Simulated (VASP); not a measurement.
Input of a VASP 6.6.1 run:

Contents of INCAR:

```
PREC     = Accurate       # precision mode
ENCUT    = 600            # plane-wave cutoff, eV
EDIFF    = 1E-7           # SCF threshold, eV
ISMEAR   = -1             # smearing method
SIGMA    = 0.1            # smearing width, eV
LREAL    = F              # projectors in reciprocal space
LASPH    = T              # aspherical terms in the spheres
NELM     = 100            # most SCF steps
ALGO     = Normal         # electronic algorithm
ISIF     = 3              # what is computed and relaxed
LWAVE    = F              # write WAVECAR
LCHARG   = F              # write CHGCAR
GGA      = PS             # functional
IBRION   = 2              # ionic algorithm
NSW      = 32             # ionic steps
EDIFFG   = -0.005         # ionic threshold
PSTRESS  = 3100.0
```

Contents of KPOINTS:

```
regular mesh
0
Gamma
  18 18 10
```

The input POSCAR:

```
Cd
1.0
    2.4449831807      0.0000000000      0.0000000000
   -1.2224915903      2.1174175463      0.0000000000
    0.0000000000      0.0000000000      3.9337261407
Cd
2
Direct
    0.3333333333      0.6666666667      0.2500000000
    0.6666666667      0.3333333333      0.7500000000
```

Potentials or basis: VASP PAW PBE potentials, release 64 (Cd).

Launch:

```sh
$ cat potpaw_PBE.64/Cd/POTCAR > POTCAR
$ mpirun -np 1 vasp_std > vasp.out
```

(1) Estimate the space group after relaxing (to 0.1 Å).

(2) Estimate the relaxed cell.

## Answers

(1) P6_3/mmc (No. 194).

(2) a = 2.452 Å, b = 2.452 Å, c = 3.957 Å, α = 90.00°, β = 90.00°, γ = 120.00°.

Caveat: the cell is relaxed towards a set pressure, so the run minimises the enthalpy, not the energy.
